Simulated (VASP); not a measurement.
# InP (I-4m2) in VASP: a series of runs

Runs on InP. Level: r2SCAN. Tasks: single point.

Program: VASP 6.6.1. These are calculated values, not measurements. Logs are shortened: lines on timing, memory, paths and dates and some standing lists are left out, and cuts for length are marked.

### Step 1. The cell of the first run

It takes space group I-4m2 (No. 119, tetragonal). Conventional cell: a = 4.177 Å, b = 4.177 Å, c = 5.967 Å, α = 90.00°, β = 90.00°, γ = 90.00°. Within 3.4 Å of In (site symmetry -4m2) lie 4 P at 2.57 Å. P (site symmetry -4m2) has 4 In at 2.57 Å within 3.4 Å.

### Step 2. Single point, r2SCAN, non-collinear spin, zero start, spin-orbit coupling (uniaxial z strain +1.0%)

Contents of POSCAR:

```
InP
1.0
    0.0000000000      2.9537876348      2.9833255112
    2.9537876348      0.0000000000      2.9833255112
    2.9537876348      2.9537876348      0.0000000000
In P
1 1
Direct
    0.0000000000      0.0000000000      0.0000000000
    0.2500000000      0.2500000000      0.2500000000
```

Contents of INCAR.step1:

```
ALGO = Normal
EDIFF = 1E-4
ENCUT = 520
GGA = PE
GGA_COMPAT = F
ISMEAR = -1
LASPH = T
LCHARG = F
LREAL = F
LSORBIT = T
LWAVE = T
MAGMOM = 0 0 0 0 0 0
NBANDS = 30
NELM = 150
PREC = Accurate
SIGMA = 0.02
```

Contents of INCAR.step2:

```
ALGO = Normal
EDIFF = 1E-7
ENCUT = 520
GGA_COMPAT = F
ISIF = 2
ISMEAR = -1
ISTART = 1
LASPH = T
LCHARG = F
LMIXTAU = T
LORBIT = 11
LORBMOM = T
LREAL = F
LSORBIT = T
LWAVE = F
MAGMOM = 0 0 0 0 0 0
METAGGA = R2SCAN
NBANDS = 30
NELM = 150
PREC = Accurate
SIGMA = 0.02
```

Contents of KPOINTS:

```
k-points
0
Gamma
  8 8 8
```

Potentials or basis: VASP PAW PBE potentials, release 64 (In_d, P).

Command:

```
cat potpaw_PBE.64/In_d/POTCAR potpaw_PBE.64/P/POTCAR > POTCAR
cp INCAR.step1 INCAR
mpirun -np 1 vasp_ncl > vasp.out
cp INCAR.step2 INCAR
mpirun -np 1 vasp_ncl > vasp.out
```

OUTCAR:

```text
EDIFF = 1E-7
   ENCUT = 520
   ISIF = 2
   ISMEAR = -1
   ISTART = 1
   LASPH = T
   LORBIT = 11
   LREAL = F
   LSORBIT = T
   METAGGA = R2SCAN
   NELM = 150
   PREC = Accurate

 ion  position               nearest neighbor table
   1  0.000  0.000  0.000-   2 2.57   2 2.57   2 2.57   2 2.57
   2  0.250  0.250  0.250-   1 2.57   1 2.57   1 2.57   1 2.57

  LATTYP: Found a body centered tetragonal cell.
 ALAT       =     4.1772865335
 C/A-ratio  =     1.4283556980

  Lattice vectors:

 A1 = (  -2.9537876348,   0.0000000000,   2.9833255112)
 A2 = (   2.9537876348,   0.0000000000,   2.9833255112)
 A3 = (   0.0000000000,   2.9537876348,  -2.9833255112)

Analysis of symmetry for initial positions (statically):
=====================================================================
 Subroutine PRICEL returns:
 Original cell was already a primitive cell.

 Routine SETGRP: Setting up the symmetry group for a
 body centered tetragonal supercell.

 Subroutine GETGRP returns: Found  8 space group operations
 (whereof  8 operations were pure point group operations)
 out of a pool of 16 trial point group operations.

The static configuration has the point symmetry D_2d.

Analysis of symmetry for dynamics (positions and initial velocities):
=====================================================================
 Subroutine PRICEL returns:
 Original cell was already a primitive cell.

 Routine SETGRP: Setting up the symmetry group for a
 body centered tetragonal supercell.

 Subroutine GETGRP returns: Found  8 space group operations
 (whereof  8 operations were pure point group operations)
 out of a pool of 16 trial point group operations.

The dynamic configuration has the point symmetry D_2d.

Analysis of structural, dynamic, and magnetic symmetry:
=====================================================================
 Subroutine PRICEL returns:
 Original cell was already a primitive cell.

 Routine SETGRP: Setting up the symmetry group for a
 body centered tetragonal supercell.

 Subroutine GETGRP returns: Found  8 space group operations
 (whereof  8 operations were pure point group operations)
 out of a pool of 16 trial point group operations.

The overall configuration has the point symmetry D_2d.

 Subroutine INISYM returns: Found  8 space group operations
 (whereof  8 operations are pure point group operations),
 and found     1 'primitive' translations
[... 969 lines left out ...]
      0.00000      0.00000      0.00000        -0.000000     -0.000000     -0.000000
      1.47689      1.47689      1.49166         0.000000      0.000000      0.000000
 -----------------------------------------------------------------------------------
    total drift:                               -0.000000     -0.000000     -0.000000

  FREE ENERGIE OF THE ION-ELECTRON SYSTEM (eV)
  ---------------------------------------------------
  free  energy   TOTEN  =       -32.3293018634 eV

  energy  without entropy=      -32.3293018634  energy(sigma->0) =      -32.32930186

 orbital moment (x)

 # of ion     p       d       tot
 ----------------------------------------
  1        -0.000   0.000  -0.000
  2        -0.000   0.000  -0.000
 ----------------------------------------
           -0.000   0.000  -0.000

 orbital moment (y)

 # of ion     p       d       tot
 ----------------------------------------
  1         0.000  -0.000   0.000
  2        -0.000   0.000  -0.000
 ----------------------------------------
           -0.000  -0.000  -0.000

 orbital moment (z)

 # of ion     p       d       tot
 ----------------------------------------
  1         0.000   0.000   0.000
  2         0.000   0.000   0.000
 ----------------------------------------
            0.000   0.000   0.000

 Spin-Orbit-Coupling matrix elements

 Ion:    1  E_soc:     -0.0669291
 l=   1
     0.0000000    -0.0048740    -0.0048694
    -0.0048740     0.0000000    -0.0048740
    -0.0048694    -0.0048740     0.0000000
 l=   2
     0.0000000    -0.0012861     0.0000000    -0.0012861    -0.0049963
    -0.0012861     0.0000000    -0.0037471    -0.0012867    -0.0012489
     0.0000000    -0.0037471     0.0000000    -0.0037471     0.0000000
    -0.0012861    -0.0012867    -0.0037471     0.0000000    -0.0012489
    -0.0049963    -0.0012489     0.0000000    -0.0012489     0.0000000
 l=   3
     0.0000000     0.0000000     0.0000000     0.0000000     0.0000000     0.0000000     0.0000000
     0.0000000     0.0000000     0.0000000     0.0000000     0.0000000     0.0000000     0.0000000
     0.0000000     0.0000000     0.0000000     0.0000000     0.0000000     0.0000000     0.0000000
     0.0000000     0.0000000     0.0000000     0.0000000     0.0000000     0.0000000     0.0000000
     0.0000000     0.0000000     0.0000000     0.0000000     0.0000000     0.0000000     0.0000000
     0.0000000     0.0000000     0.0000000     0.0000000     0.0000000     0.0000000     0.0000000
     0.0000000     0.0000000     0.0000000     0.0000000     0.0000000     0.0000000     0.0000000

 Ion:    2  E_soc:     -0.0010370
 l=   1
     0.0000000    -0.0001724    -0.0001736
    -0.0001724     0.0000000    -0.0001724
    -0.0001736    -0.0001724     0.0000000
 l=   2
     0.0000000     0.0000000     0.0000000     0.0000000     0.0000000
     0.0000000     0.0000000     0.0000000     0.0000000     0.0000000
     0.0000000     0.0000000     0.0000000     0.0000000     0.0000000
     0.0000000     0.0000000     0.0000000     0.0000000     0.0000000
     0.0000000     0.0000000     0.0000000     0.0000000     0.0000000
 l=   3
     0.0000000     0.0000000     0.0000000     0.0000000     0.0000000     0.0000000     0.0000000
     0.0000000     0.0000000     0.0000000     0.0000000     0.0000000     0.0000000     0.0000000
     0.0000000     0.0000000     0.0000000     0.0000000     0.0000000     0.0000000     0.0000000
     0.0000000     0.0000000     0.0000000     0.0000000     0.0000000     0.0000000     0.0000000
     0.0000000     0.0000000     0.0000000     0.0000000     0.0000000     0.0000000     0.0000000
     0.0000000     0.0000000     0.0000000     0.0000000     0.0000000     0.0000000     0.0000000
     0.0000000     0.0000000     0.0000000     0.0000000     0.0000000     0.0000000     0.0000000

 total charge

# of ion       s       p       d       tot
------------------------------------------
    1        0.815   0.770   9.899  11.484
    2        1.019   1.497   0.000   2.516
--------------------------------------------------
tot          1.834   2.267   9.899  14.000

 magnetization (x)

# of ion       s       p       d       tot
------------------------------------------
    1        0.000  -0.000   0.000  -0.000
    2        0.000   0.000   0.000   0.000
--------------------------------------------------
tot          0.000   0.000   0.000   0.000

 magnetization (y)

# of ion       s       p       d       tot
------------------------------------------
    1        0.000   0.000  -0.000   0.000
    2        0.000  -0.000   0.000  -0.000
--------------------------------------------------
tot          0.000   0.000  -0.000  -0.000

 magnetization (z)

# of ion       s       p       d       tot
------------------------------------------
    1        0.000  -0.000   0.000  -0.000
    2        0.000  -0.000   0.000  -0.000
--------------------------------------------------
tot          0.000  -0.000   0.000  -0.000
```

Run time: 38 min. Hardware: 1 thread of Oxide Virtual Turin-like, shared host; peak memory 0.45 GiB.

What came out:

| Property | Result |
| --- | --- |
| Free energy | -32.3293 eV |
| Pressure | -0.8 GPa |
| Net moment | 0.00 μB per cell |
| Valence electrons inside the program's atomic spheres | In 11.48; P 2.52 |

Moments on the atoms (μB; x, y, z):
```
In  0.00 0.00 0.00
P   0.00 0.00 0.00
```

Caveat: the cell differs from its parent crystal (uniaxial z strain +1.0%); the PAW data sets were made with another functional, which shifts forces and pressure a little.

### Step 3. Single point, r2SCAN, non-collinear spin, zero start, spin-orbit coupling (uniaxial z strain +2.0%)

Contents of POSCAR:

```
InP
1.0
    0.0000000000      2.9537876348      3.0128633875
    2.9537876348      0.0000000000      3.0128633875
    2.9537876348      2.9537876348      0.0000000000
In P
1 1
Direct
    0.0000000000      0.0000000000      0.0000000000
    0.2500000000      0.2500000000      0.2500000000
```

INCAR.step1 is that of step 2.

INCAR.step2: that of step 2 with these lines changed.

```diff
@@ -8,3 +8,3 @@
 LASPH = T
-LCHARG = F
+LCHARG = T
 LMIXTAU = T
@@ -14,2 +14,3 @@
 LSORBIT = T
+LVHAR = T
 LWAVE = F
```

KPOINTS is that of step 2.

Potentials or basis: VASP PAW PBE potentials, release 64 (In_d, P).

Command:

```
cat potpaw_PBE.64/In_d/POTCAR potpaw_PBE.64/P/POTCAR > POTCAR
cp INCAR.step1 INCAR
mpirun -np 1 vasp_ncl > vasp.out
cp INCAR.step2 INCAR
mpirun -np 1 vasp_ncl > vasp.out
```

OUTCAR:

```text
EDIFF = 1E-7
   ENCUT = 520
   ISIF = 2
   ISMEAR = -1
   ISTART = 1
   LASPH = T
   LORBIT = 11
   LREAL = F
   LSORBIT = T
   METAGGA = R2SCAN
   NELM = 150
   PREC = Accurate

 ion  position               nearest neighbor table
   1  0.000  0.000  0.000-   2 2.58   2 2.58   2 2.58   2 2.58
   2  0.250  0.250  0.250-   1 2.58   1 2.58   1 2.58   1 2.58

  LATTYP: Found a body centered tetragonal cell.
 ALAT       =     4.1772865335
 C/A-ratio  =     1.4424978336

  Lattice vectors:

 A1 = (  -2.9537876348,   0.0000000000,   3.0128633875)
 A2 = (   2.9537876348,   0.0000000000,   3.0128633875)
 A3 = (   0.0000000000,   2.9537876348,  -3.0128633875)

Analysis of symmetry for initial positions (statically):
=====================================================================
 Subroutine PRICEL returns:
 Original cell was already a primitive cell.

 Routine SETGRP: Setting up the symmetry group for a
 body centered tetragonal supercell.

 Subroutine GETGRP returns: Found  8 space group operations
 (whereof  8 operations were pure point group operations)
 out of a pool of 16 trial point group operations.

[... 1052 lines left out ...]
     0.0000000     0.0000000     0.0000000     0.0000000     0.0000000     0.0000000     0.0000000
     0.0000000     0.0000000     0.0000000     0.0000000     0.0000000     0.0000000     0.0000000
     0.0000000     0.0000000     0.0000000     0.0000000     0.0000000     0.0000000     0.0000000
     0.0000000     0.0000000     0.0000000     0.0000000     0.0000000     0.0000000     0.0000000
     0.0000000     0.0000000     0.0000000     0.0000000     0.0000000     0.0000000     0.0000000

 Ion:    2  E_soc:     -0.0010389
 l=   1
     0.0000000    -0.0001723    -0.0001748
    -0.0001723     0.0000000    -0.0001723
    -0.0001748    -0.0001723     0.0000000
 l=   2
     0.0000000     0.0000000     0.0000000     0.0000000     0.0000000
     0.0000000     0.0000000     0.0000000     0.0000000     0.0000000
     0.0000000     0.0000000     0.0000000     0.0000000     0.0000000
     0.0000000     0.0000000     0.0000000     0.0000000     0.0000000
     0.0000000     0.0000000     0.0000000     0.0000000     0.0000000
 l=   3
     0.0000000     0.0000000     0.0000000     0.0000000     0.0000000     0.0000000     0.0000000
     0.0000000     0.0000000     0.0000000     0.0000000     0.0000000     0.0000000     0.0000000
     0.0000000     0.0000000     0.0000000     0.0000000     0.0000000     0.0000000     0.0000000
     0.0000000     0.0000000     0.0000000     0.0000000     0.0000000     0.0000000     0.0000000
     0.0000000     0.0000000     0.0000000     0.0000000     0.0000000     0.0000000     0.0000000
     0.0000000     0.0000000     0.0000000     0.0000000     0.0000000     0.0000000     0.0000000
     0.0000000     0.0000000     0.0000000     0.0000000     0.0000000     0.0000000     0.0000000

 total charge

# of ion       s       p       d       tot
------------------------------------------
    1        0.814   0.760   9.897  11.471
    2        1.020   1.491   0.000   2.511
--------------------------------------------------
tot          1.834   2.251   9.897  13.982

 magnetization (x)

# of ion       s       p       d       tot
------------------------------------------
    1        0.000  -0.000   0.000  -0.000
    2       -0.000   0.000   0.000   0.000
--------------------------------------------------
tot         -0.000   0.000   0.000  -0.000

 magnetization (y)

# of ion       s       p       d       tot
------------------------------------------
    1        0.000   0.000  -0.000   0.000
    2        0.000  -0.000   0.000   0.000
--------------------------------------------------
tot          0.000   0.000  -0.000   0.000

 magnetization (z)

# of ion       s       p       d       tot
------------------------------------------
    1        0.000   0.000  -0.000  -0.000
    2        0.000   0.000   0.000   0.000
--------------------------------------------------
tot          0.000   0.000  -0.000   0.000
```

Wall time 34 min (1 thread of Oxide Virtual Turin-like, shared host); peak memory 0.45 GiB.

What came out:

```yaml
Free_energy: -32.3242 eV
Pressure: -1.5 GPa
Net_moment: 0.00 μB per cell
Valence_electrons_inside_the_program's_atomic_spheres: In 11.47; P 2.51
```

Moments on the atoms (μB; x, y, z):
```
In  0.00 0.00 0.00
P   0.00 0.00 0.00
```

Caveat: the cell differs from its parent crystal (uniaxial z strain +2.0%); the PAW data sets were made with another functional, which shifts forces and pressure a little.
